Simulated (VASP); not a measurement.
Input of a VASP 6.6.1 run:

Contents of INCAR:

```
  PREC = Accurate
  ENCUT = 600
  EDIFF = 1E-8
  ISMEAR = -1
  SIGMA = 0.05
  LREAL = F
  LASPH = T
  NELM = 150
  ALGO = Normal
  ISIF = 3
  LWAVE = F
  LCHARG = F
  ISPIN = 2
  MAGMOM = 4 0
  LORBIT = 11
  LMAXMIX = 4
  GGA = PS
  IBRION = 6
  NFREE = 2
  POTIM = 0.015
  NSW = 1
```

Contents of KPOINTS:

```
regular mesh
0
Gamma
  7 7 7
```

Contents of POSCAR:

```
MnO
1.0
    0.0000000000      2.2239077028      2.2239077028
    2.2239077028      0.0000000000      2.2239077028
    2.2239077028      2.2239077028      0.0000000000
Mn O
1 1
Direct
    0.0000000000      0.0000000000      0.0000000000
    0.5000000000      0.5000000000      0.5000000000
```

Potentials or basis: VASP PAW PBE potentials, release 64 (Mn_pv, O).

The run is started by

```bash
$ cat potpaw_PBE.64/Mn_pv/POTCAR potpaw_PBE.64/O/POTCAR > POTCAR
$ mpirun -np 1 vasp_std > vasp.out
```

Estimate the elastic constants C11, C12, C44.

77, 118, 64 GPa.

Predict the Voigt bulk modulus.

104 GPa.

Estimate the net moment.

4.69 μB per cell.

Clamped-ion elastic tensor (GPa):
```
 77 118 118   0   0   0
118  77 118   0   0   0
118 118  77   0   0   0
  0   0   0  64   0   0
  0   0   0   0  64   0
  0   0   0   0   0  64
```

Caveat: the cell is under stress, which shifts elastic constants; the elastic tensor has a negative eigenvalue, so either the cell is unstable as it stands or the mesh is too thin; the PAW data sets were made with another functional, which shifts forces and pressure a little; a cell with one magnetic atom can't hold antiferromagnetic order, which such compounds often take.
